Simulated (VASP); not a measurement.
# TePb (zincblende type) (F-43m) in VASP: notebook

TePb (zincblende type) is run at these levels: r2SCAN; tasks: single point.

Program: VASP 6.6.1. These are calculated values, not measurements. Logs are shortened: lines on timing, memory, paths and dates and some standing lists are left out, and cuts for length are marked.

## 1. The cell of the first run

It takes space group F-43m (No. 216, cubic). Conventional cell: a = 5.966 Å, b = 5.966 Å, c = 5.966 Å, α = 90.00°, β = 90.00°, γ = 90.00°. Within 3.4 Å of Pb (site symmetry -43m) lie 4 Te at 2.58 Å. Within 3.4 Å of Te (site symmetry -43m) lie 4 Pb at 2.58 Å.

## 2. Single point, r2SCAN (volume scaled by 0.55)

Contents of POSCAR:

```
TePb
1.0
    0.0000000000      2.9829818084      2.9829818084
    2.9829818084      0.0000000000      2.9829818084
    2.9829818084      2.9829818084      0.0000000000
Pb Te
1 1
Direct
    0.0000000000      0.0000000000      0.0000000000
    0.2500000000      0.2500000000      0.2500000000
```

Contents of INCAR.step1:

```
PREC = Accurate ; ENCUT = 520
ISMEAR = -1 ; SIGMA = 0.05
LREAL = F ; LASPH = T
NELM = 60 ; NBANDS = 17
GGA = PE ; ALGO = Normal
EDIFF = 1E-4 ; LWAVE = T
LCHARG = F
```

Contents of INCAR.step2:

```
PREC = Accurate ; ENCUT = 520
EDIFF = 1E-6 ; ISMEAR = -1
SIGMA = 0.05 ; LREAL = F
LASPH = T ; NELM = 60
ALGO = Normal ; ISIF = 2
LWAVE = F ; LCHARG = F
METAGGA = R2SCAN ; LMIXTAU = T
NBANDS = 17 ; ISTART = 1
```

Contents of KPOINTS:

```
Automatic mesh
0
Gamma
  12 12 12
```

Potentials or basis: VASP PAW PBE potentials, release 64 (Pb_d, Te).

On the command line:

```
$ cat potpaw_PBE.64/Pb_d/POTCAR potpaw_PBE.64/Te/POTCAR > POTCAR
$ cp INCAR.step1 INCAR
$ mpirun -np 1 vasp_std > vasp.out
$ cp INCAR.step2 INCAR
$ mpirun -np 1 vasp_std > vasp.out
```

OUTCAR:

```text
PREC = Accurate
   ENCUT = 520
   EDIFF = 1E-6
   ISMEAR = -1
   LREAL = F
   LASPH = T
   NELM = 60
   ISIF = 2
   METAGGA = R2SCAN
   ISTART = 1

 ion  position               nearest neighbor table
   1  0.000  0.000  0.000-   2 2.58   2 2.58   2 2.58   2 2.58
   2  0.250  0.250  0.250-   1 2.58   1 2.58   1 2.58   1 2.58

  LATTYP: Found a face centered cubic cell.
 ALAT       =     5.9659636168

  Lattice vectors:

 A1 = (   0.0000000000,   2.9829818084,   2.9829818084)
 A2 = (   2.9829818084,   0.0000000000,   2.9829818084)
 A3 = (   2.9829818084,   2.9829818084,   0.0000000000)

Analysis of symmetry for initial positions (statically):
=====================================================================
 Subroutine PRICEL returns:
 Original cell was already a primitive cell.

 Routine SETGRP: Setting up the symmetry group for a
 face centered cubic supercell.

 Subroutine GETGRP returns: Found 24 space group operations
 (whereof 24 operations were pure point group operations)
 out of a pool of 48 trial point group operations.

The static configuration has the point symmetry T_d .

Analysis of symmetry for dynamics (positions and initial velocities):
=====================================================================
 Subroutine PRICEL returns:
 Original cell was already a primitive cell.

 Routine SETGRP: Setting up the symmetry group for a
 face centered cubic supercell.

 Subroutine GETGRP returns: Found 24 space group operations
 (whereof 24 operations were pure point group operations)
 out of a pool of 48 trial point group operations.

The dynamic configuration has the point symmetry T_d .

 Subroutine INISYM returns: Found 24 space group operations
 (whereof 24 operations are pure point group operations),
 and found     1 'primitive' translations

----------------------------------------------------------------------------------------

                                     Primitive cell

  volume of cell :      53.0862

  direct lattice vectors                    reciprocal lattice vectors
     0.000000000  2.982981808  2.982981808    -0.167617516  0.167617516  0.167617516
     2.982981808  0.000000000  2.982981808     0.167617516 -0.167617516  0.167617516
     2.982981808  2.982981808  0.000000000     0.167617516  0.167617516 -0.167617516

  length of vectors
     4.218573330  4.218573330  4.218573330     0.290322053  0.290322053  0.290322053

  position of ions in fractional coordinates (direct lattice)
     0.000000000  0.000000000  0.000000000
     0.250000000  0.250000000  0.250000000

  ion indices of the primitive-cell ions
   primitive index   ion index
                 1           1
                 2           2

----------------------------------------------------------------------------------------

 KPOINTS: Automatic mesh

Automatic generation of k-mesh.
 Grid dimensions read from file:
 generate k-points for:   12   12   12

 Generating k-lattice:

  Cartesian coordinates                     Fractional coordinates (reciprocal lattice)
    -0.013968126  0.013968126  0.013968126     0.083333333  0.000000000  0.000000000
     0.013968126 -0.013968126  0.013968126     0.000000000  0.083333333  0.000000000
     0.013968126  0.013968126 -0.013968126     0.000000000  0.000000000  0.083333333

  Length of vectors
     0.024193504  0.024193504  0.024193504

  Shift w.r.t. Gamma in fractional coordinates (k-lattice)
     0.000000000  0.000000000  0.000000000

 Subroutine IBZKPT returns following result:
 ===========================================

 Found     72 irreducible k-points:

 Following reciprocal coordinates:
            Coordinates               Weight
  0.000000  0.000000  0.000000      1.000000
  0.083333  0.000000  0.000000      8.000000
  0.166667  0.000000  0.000000      8.000000
  0.250000  0.000000  0.000000      8.000000
  0.333333  0.000000  0.000000      8.000000
  0.416667  0.000000  0.000000      8.000000
[... 16 lines left out ...]
  0.500000  0.166667  0.000000     24.000000
 -0.416667  0.166667  0.000000     24.000000
 [... further k-points ...]
   k-points           NKPTS =     72   k-points in BZ     NKDIM =     72   number of bands    NBANDS=     17
   number of dos      NEDOS =    301   number of ions     NIONS =      2
   total plane-waves  NPLWV =  32768
   dimension x,y,z NGX =    32 NGY =   32 NGZ =   32
   dimension x,y,z NGXF=    64 NGYF=   64 NGZF=   64
   ions per type =               1   1
   NGX,Y,Z   is equivalent  to a cutoff of  12.61, 12.61, 12.61 a.u.
   NGXF,Y,Z  is equivalent  to a cutoff of  25.22, 25.22, 25.22 a.u.
 SYSTEM =  unknown system
   PREC   = accura    normal or accurate (medium, high low for compatibility)
   ISTART =      1    job   : 0-new  1-cont  2-samecut
   ICHARG =      0    charge: 1-file 2-atom 10-const
   ISPIN  =      1    spin polarized calculation?
   LNONCOLLINEAR =      F non collinear calculations
   LSORBIT =      F    spin-orbit coupling
[... 47 lines left out ...]

  energy without entropy =      -77.84065767  energy(sigma->0) =      -77.84388833

 E-fermi :   9.8968     XC(G=0): -10.8278

 val. band max:        9.8923755533   @ k =  -0.4167   0.3333   0.1667
 cond. band min:       9.9161142386   @ k =   0.4167   0.3333   0.0833
 fundamental gap:      0.0237386853
 Fermi energy:         9.8967590455

 k-point     1 :       0.0000    0.0000    0.0000
  band No.  band energies     occupation
      1      -9.3905      2.00000
      2      -9.3905      2.00000
      3      -9.3905      2.00000
      4      -9.1149      2.00000
      5      -9.1149      2.00000
      6      -7.1697      2.00000
[... 9 lines left out ...]
     16      17.4585      0.00000
     17      17.6094      0.00000

 k-point     2 :       0.0833    0.0000    0.0000
  band No.  band energies     occupation
      1      -9.4088      2.00000
      2      -9.3858      2.00000
      3      -9.3858      2.00000
      4      -9.1153      2.00000
      5      -9.1153      2.00000
      6      -7.0665      2.00000
[... 9 lines left out ...]
     16      16.6652      0.00000
     17      17.3007      0.00000

 k-point     3 :       0.1667    0.0000    0.0000
  band No.  band energies     occupation
      1      -9.4552      2.00000
      2      -9.3735      2.00000
      3      -9.3735      2.00000
      4      -9.1161      2.00000
      5      -9.1161      2.00000
      6      -6.7683      2.00000
[... 9 lines left out ...]
     16      16.1435      0.00000
     17      17.1270      0.00000

 k-point     4 :       0.2500    0.0000    0.0000
  band No.  band energies     occupation
      1      -9.5114      2.00000
      2      -9.3577      2.00000
      3      -9.3577      2.00000
      4      -9.1160      2.00000
      5      -9.1160      2.00000
      6      -6.3055      2.00000
[... 9 lines left out ...]
     16      16.0882      0.00000
     17      18.3380      0.00000

 k-point     5 :       0.3333    0.0000    0.0000
  band No.  band energies     occupation
      1      -9.5616      2.00000
      2      -9.3434      2.00000
      3      -9.3434      2.00000
      4      -9.1144      2.00000
      5      -9.1144      2.00000
      6      -5.7315      2.00000
[... 9 lines left out ...]
     16      16.5578      0.00000
     17      20.1628      0.00000

 k-point     6 :       0.4167    0.0000    0.0000
  band No.  band energies     occupation
      1      -9.5954      2.00000
      2      -9.3339      2.00000
      3      -9.3339      2.00000
      4      -9.1120      2.00000
      5      -9.1120      2.00000
      6      -5.1685      2.00000
[... 9 lines left out ...]
     16      17.3910      0.00000
     17      20.4617      0.00000
[... 281 lines left out ...]
 k-point    21 :       0.3333    0.1667    0.0000
  band No.  band energies     occupation
      1      -9.5724      2.00000
      2      -9.3306      2.00000
      3      -9.3244      2.00000
      4      -9.1374      2.00000
      5      -9.1041      2.00000
      6      -5.7999      2.00000
[... 9 lines left out ...]
     16      17.6268      0.00000
     17      19.3726      0.00000

 k-point    22 :       0.4167    0.1667    0.0000
  band No.  band energies     occupation
      1      -9.6045      2.00000
      2      -9.3220      2.00000
      3      -9.3134      2.00000
      4      -9.1349      2.00000
      5      -9.1042      2.00000
      6      -5.2222      2.00000
[... 9 lines left out ...]
     16      18.1526      0.00000
     17      19.8983      0.00000

 k-point    23 :       0.5000    0.1667    0.0000
  band No.  band energies     occupation
      1      -9.6222      2.00000
      2      -9.3173      2.00000
      3      -9.3093      2.00000
      4      -9.1286      2.00000
      5      -9.1072      2.00000
      6      -4.7251      2.00000
[... 9 lines left out ...]
     16      18.1374      0.00000
     17      19.5683      0.00000

 k-point    24 :      -0.4167    0.1667    0.0000
  band No.  band energies     occupation
      1      -9.6224      2.00000
      2      -9.3167      2.00000
      3      -9.3123      2.00000
      4      -9.1215      2.00000
      5      -9.1130      2.00000
      6      -4.6394      2.00000
[... 9 lines left out ...]
     16      17.4342      0.00000
     17      20.5518      0.00000

 [... further k-points ...]
[... 5 lines left out ...]
  --------------------------------------------------------------------------------------
  -------------------------------------------------------------------------------------
  Total       17.5432453     17.5432453     17.5432453      0.0000000     -0.0000000      0.0000000
  in kB      529.4667697    529.4667697    529.4667697      0.0000000     -0.0000000      0.0000000
  external PRESSURE =     529.4667697 kB  Pullay stress =       0.0000000 kB

 VOLUME and BASIS-vectors are now :
 -----------------------------------------------------------------------------
  energy-cutoff  :      520.00
  volume of cell :       53.09
      direct lattice vectors                 reciprocal lattice vectors
     0.000000000  2.982981808  2.982981808    -0.167617516  0.167617516  0.167617516
     2.982981808  0.000000000  2.982981808     0.167617516 -0.167617516  0.167617516
     2.982981808  2.982981808  0.000000000     0.167617516  0.167617516 -0.167617516

 POSITION                                       TOTAL-FORCE (eV/Angst)
 -----------------------------------------------------------------------------------
      0.00000      0.00000      0.00000        -0.000000     -0.000000      0.000000
      1.49149      1.49149      1.49149         0.000000      0.000000     -0.000000
 -----------------------------------------------------------------------------------
    total drift:                                0.000000      0.000000      0.000000

  FREE ENERGIE OF THE ION-ELECTRON SYSTEM (eV)
  ---------------------------------------------------
  free  energy   TOTEN  =       -77.8471189836 eV

  energy  without entropy=      -77.8406576720  energy(sigma->0) =      -77.84388833
```

Wall time 2.1 min (1 thread of Intel Xeon Platinum 8375C at 2.90GHz (Ice Lake), shared host); peak memory 0.23 GiB.

What came out:

* Free energy: -77.8471 eV
* Pressure: 52.9 GPa
* Band gap on the k mesh: zero (band 10 reaches 10.58 eV, above the bottom of band 11 at 8.86 eV)

Caveat: the PAW data sets were made with another functional, which shifts forces and pressure a little; spin-orbit coupling is left out, which moves the levels of the heavy elements.

## 3. Single point, r2SCAN (volume scaled by 0.64)

Contents of POSCAR:

```
TePb
1.0
    0.0000000000      3.1375430949      3.1375430949
    3.1375430949      0.0000000000      3.1375430949
    3.1375430949      3.1375430949      0.0000000000
Pb Te
1 1
Direct
    0.0000000000      0.0000000000      0.0000000000
    0.2500000000      0.2500000000      0.2500000000
```

Contents of INCAR.step1:

```
  ALGO = Normal
  EDIFF = 1E-4
  ENCUT = 520
  GGA = PE
  ISMEAR = -1
  LASPH = T
  LCHARG = F
  LREAL = F
  LWAVE = T
  NBANDS = 17
  NELM = 80
  PREC = Accurate
  SIGMA = 0.05
```

Contents of INCAR.step2:

```
  ALGO = Normal
  EDIFF = 1E-7
  ENCUT = 520
  ISIF = 2
  ISMEAR = -1
  ISTART = 1
  LASPH = T
  LCHARG = F
  LMIXTAU = T
  LREAL = F
  LWAVE = F
  METAGGA = R2SCAN
  NBANDS = 17
  NELM = 80
  PREC = Accurate
  SIGMA = 0.05
```

Contents of KPOINTS:

```
k-points
0
Gamma
  12 12 12
```

Potentials or basis: VASP PAW PBE potentials, release 64 (Pb_d, Te).

On the command line:

```
$ cat potpaw_PBE.64/Pb_d/POTCAR potpaw_PBE.64/Te/POTCAR > POTCAR
$ cp INCAR.step1 INCAR
$ mpirun -np 1 vasp_std > vasp.out
$ cp INCAR.step2 INCAR
$ mpirun -np 1 vasp_std > vasp.out
```

Run time: 4.2 min. Hardware: 1 thread of Intel Xeon Platinum 8375C at 2.90GHz (Ice Lake), shared host; peak memory 0.26 GiB.

The run converged. Its results:

```yaml
Free_energy: -80.0051 eV
Pressure: 29.1 GPa
Band_gap_on_the_k_mesh: zero (band 10 reaches 8.09 eV, above the bottom of band 11 at 7.16 eV)
```

Levels at points of the mesh, in eV from the Fermi level:
```csv
k point,band 7,band 8,band 9,band 10,band 11,band 12,band 13,band 14
"(0.00, 0.00, 0.00)",-4.69,-2.77,-2.77,-2.77,0.90,0.90,0.90,3.91
"(0.50, 0.00, 0.00)",-9.93,-3.91,-3.91,-2.70,2.06,2.06,4.73,6.39
"(0.50, 0.50, 0.00)",-10.85,-5.25,-5.25,-1.29,-0.52,6.49,6.49,6.92
```

Caveat: the PAW data sets were made with another functional, which shifts forces and pressure a little; spin-orbit coupling is left out, which moves the levels of the heavy elements.

## 4. Single point, r2SCAN (volume scaled by 0.72)

Contents of POSCAR:

```
TePb
1.0
    0.0000000000      3.2631763179      3.2631763179
    3.2631763179      0.0000000000      3.2631763179
    3.2631763179      3.2631763179      0.0000000000
Pb Te
1 1
Direct
    0.0000000000      0.0000000000      0.0000000000
    0.2500000000      0.2500000000      0.2500000000
```

Contents of INCAR.step1:

```
PREC = Accurate ; ENCUT = 520
ISMEAR = -1 ; SIGMA = 0.05
LREAL = F ; LASPH = T
NELM = 60 ; NBANDS = 17
GGA = PE ; ALGO = Normal
EDIFF = 1E-4 ; LWAVE = T
LCHARG = F
```

Contents of INCAR.step2:

```
PREC = Accurate ; ENCUT = 520
EDIFF = 1E-6 ; ISMEAR = -1
SIGMA = 0.05 ; LREAL = F
LASPH = T ; NELM = 60
ALGO = Normal ; ISIF = 2
LWAVE = F ; LCHARG = T
METAGGA = R2SCAN ; LMIXTAU = T
LELF = T ; LVHAR = T
NBANDS = 17 ; ISTART = 1
```

Contents of KPOINTS:

```
regular mesh
0
Gamma
  12 12 12
```

On the command line:

```
$ cat potpaw_PBE.64/Pb_d/POTCAR potpaw_PBE.64/Te/POTCAR > POTCAR
$ cp INCAR.step1 INCAR
$ mpirun -np 1 vasp_std > vasp.out
$ cp INCAR.step2 INCAR
$ mpirun -np 1 vasp_std > vasp.out
```

Wall time 3.5 min (1 thread of Intel Xeon Platinum 8375C at 2.90GHz (Ice Lake), shared host); peak memory 0.27 GiB.

It converged, with:

- Free energy: -81.0989 eV
- Pressure: 17.2 GPa
- Band gap on the k mesh: zero (band 10 reaches 6.40 eV, above the bottom of band 11 at 6.01 eV)

Levels at points of the mesh, in eV from the Fermi level:
| k point | band 8 | band 9 | band 10 | band 11 | band 12 | band 13 |
| --- | --- | --- | --- | --- | --- | --- |
| (0.00, 0.00, 0.00) | -2.54 | -2.54 | -2.54 | 1.09 | 1.09 | 1.09 |
| (0.50, 0.00, 0.00) | -3.48 | -3.48 | -2.66 | 2.16 | 2.16 | 4.75 |
| (0.50, 0.50, 0.00) | -4.61 | -4.61 | -1.16 | -0.21 | 5.91 | 5.91 |

Caveat: the PAW data sets were made with another functional, which shifts forces and pressure a little; spin-orbit coupling is left out, which moves the levels of the heavy elements.

## 5. Single point, r2SCAN (volume scaled by 0.8)

Contents of POSCAR:

```
TePb
1.0
    0.0000000000      3.3798158425      3.3798158425
    3.3798158425      0.0000000000      3.3798158425
    3.3798158425      3.3798158425      0.0000000000
Pb Te
1 1
Direct
    0.0000000000      0.0000000000      0.0000000000
    0.2500000000      0.2500000000      0.2500000000
```

Contents of INCAR.step1:

```
SYSTEM = TePb
  PREC = Accurate
  ENCUT = 520
  ISMEAR = -1
  SIGMA = 0.05
  LREAL = .FALSE.
  LASPH = .TRUE.
  NELM = 60
  NBANDS = 17
  GGA = PE
  ALGO = Normal
  EDIFF = 1E-4
  LWAVE = .TRUE.
  LCHARG = .FALSE.
```

Contents of INCAR.step2:

```
SYSTEM = TePb
  PREC = Accurate
  ENCUT = 520
  EDIFF = 1E-7
  ISMEAR = -1
  SIGMA = 0.05
  LREAL = .FALSE.
  LASPH = .TRUE.
  NELM = 60
  ALGO = Normal
  ISIF = 2
  LWAVE = .FALSE.
  LCHARG = .FALSE.
  METAGGA = R2SCAN
  LMIXTAU = .TRUE.
  NBANDS = 17
  ISTART = 1
```

Contents of KPOINTS:

```
Automatic mesh
0
G
  12 12 12
  0 0 0
```

On the command line:

```
$ cat potpaw_PBE.64/Pb_d/POTCAR potpaw_PBE.64/Te/POTCAR > POTCAR
$ cp INCAR.step1 INCAR
$ mpirun -np 1 vasp_std > vasp.out
$ cp INCAR.step2 INCAR
$ mpirun -np 1 vasp_std > vasp.out
```

Run time: 4.6 min. Hardware: 1 thread of Intel Xeon Platinum 8375C at 2.90GHz (Ice Lake), shared host; peak memory 0.28 GiB.

Results (log left out):

| Property | Result |
| --- | --- |
| Free energy | -81.7315 eV |
| Pressure | 9.5 GPa |
| Band gap on the k mesh | 0.04 eV, indirect (least direct gap 1.10 eV) |

Levels at points of the mesh, in eV from the valence-band top:
```
           k point  band 8  band 9  band 10  band 11  band 12  band 13
(0.00, 0.00, 0.00)   -2.32   -2.32    -2.32     1.23     1.23     1.23
(0.50, 0.00, 0.00)   -3.12   -3.12    -2.57     2.22     2.22     4.55
(0.50, 0.50, 0.00)   -4.08   -4.08    -1.06     0.04     5.41     5.41
```

Caveat: the PAW data sets were made with another functional, which shifts forces and pressure a little; spin-orbit coupling is left out, which moves the levels of the heavy elements.

## 6. Summary

| cell | gap on the mesh (eV) | pressure (GPa) |
| --- | --- | --- |
| a = 4.219 Å, angles 60.0°, 2 atoms | none | 52.9 |
| a = 4.437 Å, angles 60.0°, 2 atoms | none | 29.1 |
| a = 4.615 Å, angles 60.0°, 2 atoms | none | 17.2 |
| a = 4.780 Å, angles 60.0°, 2 atoms | 0.04 | 9.5 |

Alike in all rows: task single point; level r2SCAN; potentials or basis VASP PAW PBE potentials, release 64 (Pb_d, Te); no spin polarisation; k mesh 12 × 12 × 12; cutoff (eV) 520; smearing fermi-dirac 0.05 eV.

Caveats: the PAW data sets were made with another functional, which shifts forces and pressure a little; spin-orbit coupling is left out, which moves the levels of the heavy elements.

Total energies depend on the potentials used, so only differences within one code and one set of settings carry meaning.
